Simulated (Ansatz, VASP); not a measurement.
## Ag in VASP and in Ansatz

```
CELL_PARAMETERS angstrom
2.86746 0.00000 0.00000
-1.43373 2.48330 0.00000
0.00000 0.00000 9.36508
ATOMIC_POSITIONS crystal
Ag 0.00000 0.00000 0.00000
Ag 0.00000 0.00000 0.50000
Ag 0.33333 0.66667 0.25000
Ag 0.66667 0.33333 0.75000
```

Alike in both runs: functional PBEsol; k mesh 18 × 18 × 6; occupations gaussian, width 0.1 eV; no spin polarisation.

Ansatz relaxed the structure, and its values are those at the end. VASP's run is a single point on that final structure, the one shown.

|  | VASP | Ansatz |
| --- | --- | --- |
| version | VASP 6.6.1 | Ansatz 0.2.0 |
| potentials or method | VASP PAW PBE potentials, release 64 (Ag), cutoff 520 eV | scalar-relativistic, plane waves, PAW |
| valence electrons in the cell | 44 | 76 |

|  | VASP | Ansatz | Ansatz less VASP |
| --- | --- | --- | --- |
| gap on the k mesh at the Fermi level (eV) | none | none | - |
| pressure (GPa) | -0.3 | 0.0 | +0.28 |

VASP's potentials were made for PBE, not for PBEsol. A gap of «none» marks a metal or a gap that the smearing closes. VASP's potentials hold 44 valence electrons a cell and Ansatz's 76, so a difference there can come from the potentials and not from the codes.
